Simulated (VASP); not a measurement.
Wanted: the native input for a VASP 6.6.1 run.

- Task: single point
- Functional: r2SCAN
- Potentials or basis: VASP PAW PBE potentials, release 64 (Zn, S)
- Cutoff: 520 eV
- k mesh: 9 × 9 × 6
- Occupations: gaussian, width 0.01 eV
- Spin: no spin polarisation
- Dipole correction: no
- Further INCAR settings: ALGO = Normal; EDIFF = 1e-07; NBANDS = 26

The system is ZnS (scanat).

```
Zn S
1.0
     3.78224    0.00000    0.00000
    -1.89112    3.27551    0.00000
     0.00000    0.00000    6.20818
Zn S
2 2
Direct
  0.33333 0.66667 0.94379
  0.66667 0.33333 0.44379
  0.33333 0.66667 0.43121
  0.66667 0.33333 0.93121
```

These files were run (other wordings do the same):

POSCAR

```
ZnS
1.0
    3.7822379936      0.0000000000      0.0000000000
   -1.8911189968      3.2755141856      0.0000000000
    0.0000000000      0.0000000000      6.2081825480
Zn S
2 2
Direct
    0.3333333333      0.6666666667     -0.0562062353
    0.6666666667      0.3333333333      0.4437937647
    0.3333333333      0.6666666667      0.4312062353
    0.6666666667      0.3333333333      0.9312062353
```

INCAR.step1

```
SYSTEM = ZnS
PREC = Accurate
ENCUT = 520
ISMEAR = 0
SIGMA = 0.01
LREAL = .False.
LASPH = .True.
NELM = 80
NBANDS = 26
GGA = PE
ALGO = Normal
EDIFF = 1E-4
LWAVE = .True.
LCHARG = .False.
```

INCAR.step2

```
SYSTEM = ZnS
PREC = Accurate
ENCUT = 520
EDIFF = 1E-7
ISMEAR = 0
SIGMA = 0.01
LREAL = .False.
LASPH = .True.
NELM = 80
ALGO = Normal
ISIF = 2
LWAVE = .False.
LCHARG = .False.
METAGGA = R2SCAN
LMIXTAU = .True.
NBANDS = 26
ISTART = 1
```

KPOINTS

```
Automatic mesh
0
Gamma
  9 9 6
  0 0 0
```

Potentials or basis: VASP PAW PBE potentials, release 64 (Zn, S).

The run is started by

```sh
$ cat potpaw_PBE.64/Zn/POTCAR potpaw_PBE.64/S/POTCAR > POTCAR
$ cp INCAR.step1 INCAR
$ mpirun -np 1 vasp_std > vasp.out
$ cp INCAR.step2 INCAR
$ mpirun -np 1 vasp_std > vasp.out
```

Results of the run:

The pressure is 7.6 GPa, the largest force is 0.231 eV/Å and the band gap on the k mesh is 3.17 eV, direct.

Caveat: the PAW data sets were made with another functional, which shifts forces and pressure a little.

Wall time 4.5 min on 1 thread of Intel(R) Xeon(R) Platinum 8259CL CPU @ 2.50GHz (Skylake/Cascade Lake) (shared host), peak memory 0.24 GiB.
